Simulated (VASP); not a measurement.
Set up this calculation in VASP 6.6.1, as the native input.

```
Task                   : single point
Functional             : PBE
Potentials or basis    : VASP PAW PBE potentials, release 64 (Si, N)
Cutoff                 : 520 eV
k mesh                 : 4 × 4 × 1
Occupations            : gaussian, width 0.05 eV
Spin                   : collinear spin, ferromagnetic start
Starting moments       : [0.0, 0.0, 0.0, 0.0, 0.0, 0.0, 0.0, 0.0, 0.0, 0.0, 0.0, 0.0, 0.0, 0.0, 0.0, 0.0, 3.0] μB
Dipole correction      : yes
Further INCAR settings : LREAL = Auto; ALGO = Normal; EDIFF = 1e-06; NBANDS = 52
```

The structure of Si16N lies in POSCAR:

```
Si16N
1.0
    7.7021644573      0.0000000000      0.0000000000
    0.0000000000      6.3646810416      0.0000000000
    0.0000000000      0.0000000000     19.7525435307
Si N
16 1
Direct
    0.0000000000      0.9370679285      0.2025055656
    0.5000000000      0.9370679285      0.2025055656
    0.0000000000      0.5629320715      0.2025055656
    0.5000000000      0.5629320715      0.2025055656
    0.2500000000      0.4370679285      0.2587875163
    0.7500000000      0.4370679285      0.2587875163
    0.2500000000      0.0629320715      0.2587875163
    0.7500000000      0.0629320715      0.2587875163
    0.2500000000      0.9333044702      0.3720589481
    0.7500000000      0.9333044702      0.3720589481
    0.2500000000      0.5666955298      0.3720589481
    0.7500000000      0.5666955298      0.3720589481
    0.0000000000      0.4259907582      0.4177964989
    0.5000000000      0.4259907582      0.4177964989
    0.0000000000      0.0740092418      0.4177964989
    0.5000000000      0.0740092418      0.4177964989
    0.0000000000      0.4259907582      0.5056674163
```

The input as run:

INCAR

```
SYSTEM = Si16N
PREC     = Accurate       ! precision mode
ENCUT    = 520            ! plane-wave cutoff, eV
EDIFF    = 1E-6           ! SCF threshold, eV
ISMEAR   = 0              ! smearing method
SIGMA    = 0.05           ! smearing width, eV
LREAL    = Auto         
LASPH    = .TRUE.         ! aspherical terms in the spheres
NELM     = 150            ! most SCF steps
ALGO     = Normal         ! electronic algorithm
ISIF     = 2              ! what is computed and relaxed
LWAVE    = .FALSE.        ! write WAVECAR
LCHARG   = .FALSE.        ! write CHGCAR
ISPIN    = 2              ! spin polarisation
MAGMOM   = 0 0 0 0 0 0 0 0 0 0 0 0 0 0 0 0 3 ! initial moments
LORBIT   = 11             ! projections on sites
LDIPOL   = .TRUE.       
IDIPOL   = 3            
DIPOL    = 0.5 0.5 0.324
GGA      = PE             ! functional
NBANDS   = 52             ! bands
```

KPOINTS

```
regular mesh
0
G
  4 4 1
  0 0 0
```

Potentials or basis: VASP PAW PBE potentials, release 64 (Si, N).

Launch:

```sh
$ cat potpaw_PBE.64/Si/POTCAR potpaw_PBE.64/N/POTCAR > POTCAR
$ mpirun -np 1 vasp_std > vasp.out
```

It gave:

The largest force is 1.040 eV/Å, the net moment is -1.32 μB per cell and the site moments are Si +0.04, -0.08, -0.03, +0.06, -0.00, +0.01, -0.01, +0.03, +0.07, -0.02 (each value once); N -0.90 μB. The valence electrons inside the program's atomic spheres are Si 1.63, 1.65, 1.69, 1.70, 1.75, 1.68 (each value once); N 3.48.

Wall time 88 min on 1 thread of Oxide Virtual Turin-like Processor, on a shared host, peak memory 1.4 GiB.
